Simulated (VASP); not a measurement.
# SiS2 (Ibam) in VASP: single point with PBEsol

Aim: the single point of SiS2 with PBEsol.

Everything below comes from runs of VASP 6.6.1. Logs are shortened: lines on timing, memory, paths and dates and some standing lists are left out, and cuts for length are marked.

## 1. The cell of the first run

It takes space group Ibam (No. 72, orthorhombic). The conventional cell has a = 5.650 Å, b = 9.570 Å, c = 5.540 Å, α = 90.00°, β = 90.00°, γ = 90.00°. Within 2.9 Å of Si (site symmetry 222) lie 4 S at 2.16 Å and 2 Si at 2.77 Å. S (site symmetry m) has 2 Si at 2.16 Å within 2.9 Å.

## 2. Single point, PBEsol

The input, INCAR:

```
PREC = Accurate
ENCUT = 500
EDIFF = 1E-6
ISMEAR = 0
SIGMA = 0.1
LREAL = False
LASPH = True
NELM = 120
ALGO = Normal
ISIF = 2
LWAVE = False
LCHARG = False
GGA = PS
NBANDS = 25
GGA_COMPAT = False
```

The input, KPOINTS:

```
Automatic mesh
0
Gamma
  4 4 4
```

The input, POSCAR:

```
SiS2
1.0
   -2.8250000000      4.7850000000      2.7700000000
    2.8250000000     -4.7850000000      2.7700000000
    2.8250000000      4.7850000000     -2.7700000000
Si S
2 4
Direct
    0.7500000000      0.7500000000      0.0000000000
    0.2500000000      0.2500000000      0.0000000000
    0.8830000000      0.7830000000      0.6660000000
    0.1170000000      0.2170000000      0.3340000000
    0.3830000000      0.7170000000      0.1000000000
    0.6170000000      0.2830000000      0.9000000000
```

Potentials or basis: VASP PAW PBE potentials, release 64 (Si, S).

The run is started by

```bash
$ cat potpaw_PBE.64/Si/POTCAR potpaw_PBE.64/S/POTCAR > POTCAR
$ mpirun -np 1 vasp_std > vasp.out
```

OUTCAR:

```text
PREC = Accurate
   ENCUT = 500
   EDIFF = 1E-6
   ISMEAR = 0
   LREAL = False
   LASPH = True
   NELM = 120
   ISIF = 2
   GGA = PS

 ion  position               nearest neighbor table
   1  0.750  0.750  0.000-   5 2.16   6 2.16   4 2.16   3 2.16   2 2.77   2 2.77
   2  0.250  0.250  0.000-   5 2.16   6 2.16   3 2.16   4 2.16   1 2.77   1 2.77
   3  0.883  0.783  0.666-   2 2.16   1 2.16
   4  0.117  0.217  0.334-   1 2.16   2 2.16
   5  0.383  0.717  0.100-   1 2.16   2 2.16
   6  0.617  0.283  0.900-   1 2.16   2 2.16

  LATTYP: Found a body centered orthorhombic cell.
 ALAT       =     5.5400000000
 B/A-ratio  =     1.0198555957
 C/A-ratio  =     1.7274368231

  Lattice vectors:

 A1 = (   2.8250000000,   4.7850000000,  -2.7700000000)
 A2 = (  -2.8250000000,   4.7850000000,   2.7700000000)
 A3 = (   2.8250000000,  -4.7850000000,   2.7700000000)

Analysis of symmetry for initial positions (statically):
=====================================================================
 Subroutine PRICEL returns:
 Original cell was already a primitive cell.

 Routine SETGRP: Setting up the symmetry group for a
 body centered orthorhombic supercell.

 Subroutine GETGRP returns: Found  8 space group operations
 (whereof  4 operations were pure point group operations)
 out of a pool of  8 trial point group operations.

The static configuration has the point symmetry C_2h.
 The point group associated with its full space group is D_2h.

Analysis of symmetry for dynamics (positions and initial velocities):
=====================================================================
 Subroutine PRICEL returns:
 Original cell was already a primitive cell.

 Routine SETGRP: Setting up the symmetry group for a
 body centered orthorhombic supercell.

 Subroutine GETGRP returns: Found  8 space group operations
 (whereof  4 operations were pure point group operations)
 out of a pool of  8 trial point group operations.

The dynamic configuration has the point symmetry C_2h.
 The point group associated with its full space group is D_2h.

 Subroutine INISYM returns: Found  8 space group operations
 (whereof  4 operations are pure point group operations),
 and found     1 'primitive' translations

----------------------------------------------------------------------------------------

                                     Primitive cell

  volume of cell :     149.7753

  direct lattice vectors                    reciprocal lattice vectors
    -2.825000000  4.785000000  2.770000000     0.000000000  0.104493208  0.180505415
     2.825000000 -4.785000000  2.770000000     0.176991150  0.000000000  0.180505415
     2.825000000  4.785000000 -2.770000000     0.176991150  0.104493208  0.000000000

  length of vectors
     6.208844498  6.208844498  6.208844498     0.208569018  0.252800459  0.205535150

  position of ions in fractional coordinates (direct lattice)
     0.750000000  0.750000000  0.000000000
     0.250000000  0.250000000  0.000000000
     0.883000000  0.783000000  0.666000000
     0.117000000  0.217000000  0.334000000
     0.383000000  0.717000000  0.100000000
     0.617000000  0.283000000  0.900000000

  ion indices of the primitive-cell ions
   primitive index   ion index
                 1           1
                 2           2
                 3           3
                 4           4
                 5           5
                 6           6

----------------------------------------------------------------------------------------

 KPOINTS: Automatic mesh

Automatic generation of k-mesh.
 Grid dimensions read from file:
 generate k-points for:    4    4    4

 Generating k-lattice:

  Cartesian coordinates                     Fractional coordinates (reciprocal lattice)
     0.000000000  0.026123302  0.045126354     0.250000000 -0.000000000  0.000000000
     0.044247788  0.000000000  0.045126354    -0.000000000  0.250000000  0.000000000
     0.044247788  0.026123302  0.000000000     0.000000000  0.000000000  0.250000000

  Length of vectors
     0.052142255  0.063200115  0.051383787

  Shift w.r.t. Gamma in fractional coordinates (k-lattice)
     0.000000000  0.000000000  0.000000000

 Subroutine IBZKPT returns following result:
 ===========================================

 Found     18 irreducible k-points:

 Following reciprocal coordinates:
            Coordinates               Weight
  0.000000  0.000000  0.000000      1.000000
  0.250000  0.000000  0.000000      4.000000
  0.500000  0.000000  0.000000      2.000000
  0.000000  0.250000  0.000000      4.000000
  0.250000  0.250000  0.000000      8.000000
  0.500000  0.250000  0.000000      8.000000
[... 10 lines left out ...]
 -0.250000 -0.250000  0.250000      2.000000
  0.500000  0.500000  0.500000      1.000000
   k-points           NKPTS =     18   k-points in BZ     NKDIM =     18   number of bands    NBANDS=     25
   number of dos      NEDOS =    301   number of ions     NIONS =      6
   total plane-waves  NPLWV = 110592
   dimension x,y,z NGX =    48 NGY =   48 NGZ =   48
   dimension x,y,z NGXF=    96 NGYF=   96 NGZF=   96
   ions per type =               2   4
   NGX,Y,Z   is equivalent  to a cutoff of  12.85, 12.85, 12.85 a.u.
   NGXF,Y,Z  is equivalent  to a cutoff of  25.70, 25.70, 25.70 a.u.
 SYSTEM =  unknown system
   PREC   = accura    normal or accurate (medium, high low for compatibility)
   ISTART =      0    job   : 0-new  1-cont  2-samecut
   ICHARG =      2    charge: 1-file 2-atom 10-const
   ISPIN  =      1    spin polarized calculation?
   LNONCOLLINEAR =      F non collinear calculations
   LSORBIT =      F    spin-orbit coupling
   LASPH  =      T    aspherical Exc in radial PAW
   ENCUT  =  500.0 eV  36.75 Ry    6.06 a.u.  11.32 11.32 11.32*2*pi/ulx,y,z
   NELM   =    120;   NELMIN=  2; NELMDL= -5     # of ELM steps
   EDIFF  = 0.1E-05   stopping-criterion for ELM
   LREAL  =      F    real-space projection
   EDIFFG = 0.1E-04   stopping-criterion for IOM
   NSW    =      0    number of steps for IOM
   IBRION =     -1    ionic relax: 0-MD 1-quasi-New 2-CG
   NFREE  =      0    steps in history (QN), initial steepest desc. (CG)
   ISIF   =      2    stress and relaxation
   ISYM   =      2    0-nonsym 1-usesym 2-fastsym
   POTIM  = 0.5000    time-step for ionic-motion
   TEBEG  =    0.0;   TEEND  =   0.0 temperature during run
   PSTRESS=    0.0 pullay stress
   NELECT =      32.0000    total number of electrons
   NUPDOWN=      -1.0000    fix difference up-down
   EMIN   =  10.00;   EMAX   =-10.00  energy-range for DOS
   EFERMI =   0.00;   METHOD = LEGACY
   ISMEAR =     0;   SIGMA  =   0.10  broadening in eV -4-tet -1-fermi 0-gaus
   EFERMI_NEDOS =   21; number of points for ismear=-14 and -15
   IALGO  =     38    algorithm
   IMIX   =      4    mixing-type and parameters
     AMIX     =   0.40;   BMIX     =  1.00
     AMIX_MAG =   1.60;   BMIX_MAG =  1.00
  volume/ion in A,a.u.               =      24.96       168.46
  Fermi-wavevector in a.u.,A,eV,Ry     =   0.978689  1.849454 13.032102  0.957832
  Thomas-Fermi vector in A             =   2.109484
   LORBIT       =      0    0 simple, 1 ext, 2 COOP (PROOUT), +10 PAW based schemes
   GGA     = PS    functional components
   LHFCALC =     F    Hartree Fock is set to
   AEXX    =    0.0000 exact exchange contribution
   IVDW    =     0    specifies the selected vdW correction
   LEPSILON=     F    determine dielectric tensor
   LRPA    =     F    only Hartree local field effects (RPA)
 non-spin polarized calculation
 Gauss-broadening in eV      SIGMA  =   0.10
  energy-cutoff  :      500.00
  volume of cell :      149.78
 maximum number of plane-waves:      3841
 NGX is ok and might be reduce to    48
   NGX = 23   NGY = 23   NGZ = 23

 number of electron      32.0000000 magnetization

 Free energy of the ion-electron system (eV)
  ---------------------------------------------------
  ext. energy  EPLUGINS =         0.00000000
  ---------------------------------------------------
  free energy    TOTEN  =       -32.96558634 eV

  energy without entropy =      -32.96558634  energy(sigma->0) =      -32.96558634

 E-fermi :   2.4456     XC(G=0):  -8.4086

 val. band max:        2.0238433132   @ k =  -0.2500   0.2500   0.2500
 cond. band min:       4.6081581962   @ k =   0.5000   0.5000   0.5000
 fundamental gap:      2.5843148830
 Fermi energy:         2.4455897832

 k-point     1 :       0.0000    0.0000    0.0000
  band No.  band energies     occupation
      1     -12.4270      2.00000
      2     -10.3442      2.00000
      3      -9.9142      2.00000
      4      -9.6772      2.00000
      5      -5.3787      2.00000
      6      -4.0324      2.00000
[... 17 lines left out ...]
     24       9.1243      0.00000
     25       9.2586      0.00000

 k-point     2 :       0.2500    0.0000    0.0000
  band No.  band energies     occupation
      1     -12.1922      2.00000
      2     -10.7545      2.00000
      3      -9.9186      2.00000
      4      -9.7527      2.00000
      5      -4.9304      2.00000
      6      -3.9486      2.00000
[... 17 lines left out ...]
     24       8.6706      0.00000
     25       9.1209      0.00000

 k-point     3 :       0.5000    0.0000    0.0000
  band No.  band energies     occupation
      1     -11.5524      2.00000
      2     -11.5524      2.00000
      3      -9.8744      2.00000
      4      -9.8744      2.00000
      5      -4.1436      2.00000
      6      -4.1436      2.00000
[... 17 lines left out ...]
     24       7.8879      0.00000
     25       9.6032      0.00000

 k-point     4 :       0.0000    0.2500    0.0000
  band No.  band energies     occupation
      1     -12.1644      2.00000
      2     -10.7406      2.00000
      3      -9.9741      2.00000
      4      -9.7633      2.00000
      5      -4.9463      2.00000
      6      -3.9164      2.00000
[... 17 lines left out ...]
     24       8.4136      0.00000
     25       8.9611      0.00000

 k-point     5 :       0.2500    0.2500    0.0000
  band No.  band energies     occupation
      1     -11.5616      2.00000
      2     -11.4914      2.00000
      3      -9.9477      2.00000
      4      -9.8746      2.00000
      5      -4.2191      2.00000
      6      -4.1416      2.00000
[... 17 lines left out ...]
     24       7.9218      0.00000
     25       9.6636      0.00000

 k-point     6 :       0.5000    0.2500    0.0000
  band No.  band energies     occupation
      1     -12.1064      2.00000
      2     -10.7679      2.00000
      3      -9.9940      2.00000
      4      -9.8484      2.00000
      5      -4.9301      2.00000
      6      -3.8154      2.00000
[... 17 lines left out ...]
     24       8.5747      0.00000
     25       9.3226      0.00000
[... 225 lines left out ...]
 k-point    15 :       0.2500   -0.2500    0.2500
  band No.  band energies     occupation
      1     -12.3452      2.00000
      2     -10.3590      2.00000
      3      -9.9362      2.00000
      4      -9.8581      2.00000
      5      -5.4592      2.00000
      6      -3.8417      2.00000
[... 17 lines left out ...]
     24       8.3673      0.00000
     25       9.0184      0.00000

 k-point    16 :       0.5000   -0.2500    0.2500
  band No.  band energies     occupation
      1     -12.0752      2.00000
      2     -10.8106      2.00000
      3      -9.9667      2.00000
      4      -9.9109      2.00000
      5      -4.8949      2.00000
      6      -3.8154      2.00000
[... 17 lines left out ...]
     24       8.1952      0.00000
     25       9.0471      0.00000

 k-point    17 :      -0.2500   -0.2500    0.2500
  band No.  band energies     occupation
      1     -11.6177      2.00000
      2     -11.4800      2.00000
      3      -9.9548      2.00000
      4      -9.8022      2.00000
      5      -4.2249      2.00000
      6      -4.0251      2.00000
[... 17 lines left out ...]
     24       8.0430      0.00000
     25       9.9157      0.00000

 k-point    18 :       0.5000    0.5000    0.5000
  band No.  band energies     occupation
      1     -12.2531      2.00000
      2     -10.3736      2.00000
      3     -10.0437      2.00000
      4      -9.9580      2.00000
      5      -5.5333      2.00000
      6      -3.6431      2.00000
[... 17 lines left out ...]
     24       8.3358      0.00000
     25       8.6475      0.00000

------------------------ aborting loop because EDIFF is reached ----------------------------------------

  FORCE on cell =-STRESS in cart. coord.  units (eV):
  Direction    XX          YY          ZZ          XY          YZ          ZX
  --------------------------------------------------------------------------------------
  -------------------------------------------------------------------------------------
  Total       -2.2768642     -1.5259931     -1.6447116     -0.0000000      0.0000000      0.0000000
  in kB      -24.3560893    -16.3238646    -17.5938220     -0.0000000      0.0000000      0.0000000
  external PRESSURE =     -19.4245920 kB  Pullay stress =       0.0000000 kB

 VOLUME and BASIS-vectors are now :
 -----------------------------------------------------------------------------
  energy-cutoff  :      500.00
  volume of cell :      149.78
      direct lattice vectors                 reciprocal lattice vectors
    -2.825000000  4.785000000  2.770000000     0.000000000  0.104493208  0.180505415
     2.825000000 -4.785000000  2.770000000     0.176991150  0.000000000  0.180505415
     2.825000000  4.785000000 -2.770000000     0.176991150  0.104493208  0.000000000

 POSITION                                       TOTAL-FORCE (eV/Angst)
 -----------------------------------------------------------------------------------
      0.00000      0.00000      4.15500         0.000000      0.000000      0.000000
      0.00000      0.00000      1.38500        -0.000000     -0.000000     -0.000000
      1.59895      3.66531      2.77000         0.525620      0.345182     -0.000000
      1.22605      1.11969     -0.00000        -0.525620     -0.345182      0.000000
      1.22605     -1.11969      2.77000        -0.525620      0.345182     -0.000000
      1.59895      5.90469      0.00000         0.525620     -0.345182      0.000000
 -----------------------------------------------------------------------------------
    total drift:                                0.000000      0.000000      0.000000

  FREE ENERGIE OF THE ION-ELECTRON SYSTEM (eV)
  ---------------------------------------------------
  free  energy   TOTEN  =       -32.9655863374 eV

  energy  without entropy=      -32.9655863374  energy(sigma->0) =      -32.96558634
```

Wall time 2.3 min (1 thread of AMD EPYC 7R43 (Zen 3), shared host); peak memory 0.28 GiB.

Results:

```
Free energy            : -32.9656 eV
Pressure               : -1.9 GPa
Largest force          : 0.629 eV/Å
Band gap on the k mesh : 2.58 eV, indirect (least direct gap 2.86 eV)
```

Forces in eV/Å, atoms in the order of the input:
```
Si   0.000  0.000  0.000
Si   0.000  0.000  0.000
S    0.526  0.345  0.000
S   -0.526 -0.345  0.000
S   -0.526  0.345  0.000
S    0.526 -0.345  0.000
```

Stress tensor (GPa, compression positive):
```
-2.44  0.00  0.00
 0.00 -1.63  0.00
 0.00  0.00 -1.76
```

Caveat: the PAW data sets were made with another functional, which shifts forces and pressure a little. A k mesh can miss the band edges.
